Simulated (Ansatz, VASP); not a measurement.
One calculation of Al, two programs

```xyz
1
Lattice="-1.5795 1.5795 1.5944 1.5795 -1.5795 1.5944 1.6093 1.6093 -1.5944" Properties=species:S:1:pos:R:3 pbc="T T T"
Al    0.0000    0.0000    0.0000
```

Change from the starting cell: strain +0.0187 x Voigt [0, 0, 0, 0, 0, 1], atoms carried along.

Alike in both runs: task single point; functional r2SCAN; k mesh 26 × 26 × 26; occupations gaussian, width 0.15 eV; no spin polarisation.

|  | VASP | Ansatz |
| --- | --- | --- |
| version | VASP 6.6.1 | Ansatz 0.2.0 |
| potentials or method | VASP PAW PBE potentials, release 64 (Al), cutoff 520 eV | scalar-relativistic, plane waves, PAW |
| valence electrons in the cell | 3 | 3 |

```tsv
	VASP	Ansatz	Ansatz less VASP
gap on the k mesh at the Fermi level (eV)	none	none	-
pressure (GPa)	-0.3	0.0	+0.31
traceless stress, the component that is largest in VASP (GPa)	-1.06	-1.06	-0.002
```

VASP's potentials were made for PBE, not for r2SCAN. A gap of «none» marks a metal or a gap that the smearing closes.
